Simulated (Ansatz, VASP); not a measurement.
Mg3ZrN: VASP beside Ansatz

```xyz
5
Lattice="5.8580 0.0000 0.0000 0.0000 5.8580 0.0000 0.0000 0.0000 5.8580" Properties=species:S:1:pos:R:3 pbc="T T T"
Mg    0.0000    2.9290    2.9290
Mg    2.9290    0.0000    2.9290
Mg    2.9290    2.9290    0.0000
Zr    2.9290    2.9290    2.9290
N     0.0000    0.0000    0.0000
```

Change from the starting cell: species swapped into the Yb3SnC type (Pm-3m, No. 221).

Alike in both runs: functional PBE; k mesh 6 × 6 × 6; occupations gaussian, width 0.1 eV; collinear spin.

Ansatz relaxed the structure, and its values are those at the end. VASP's run is a single point on that final structure, the one shown.

```csv
,VASP,Ansatz
version,VASP 6.6.1,Ansatz 0.2.0
potentials or method,"VASP PAW PBE potentials, release 64 (Mg, Zr_sv, N), cutoff 520 eV","scalar-relativistic, plane waves, PAW"
valence electrons in the cell,23,47
```

```tsv
	VASP	Ansatz	Ansatz less VASP
gap on the k mesh at the Fermi level (eV)	none	none	-
pressure (GPa)	0.0	0.0	+0.02
net moment per atom (μB)	0.19	0.19	0.000
size of the moment on the site where the two differ most (μB)	1.70	2.55	+0.852
```

Site moments also hang on the region over which each program counts them. A gap of «none» marks a metal or a gap that the smearing closes. VASP's potentials hold 23 valence electrons a cell and Ansatz's 47, so a difference there can come from the potentials and not from the codes.
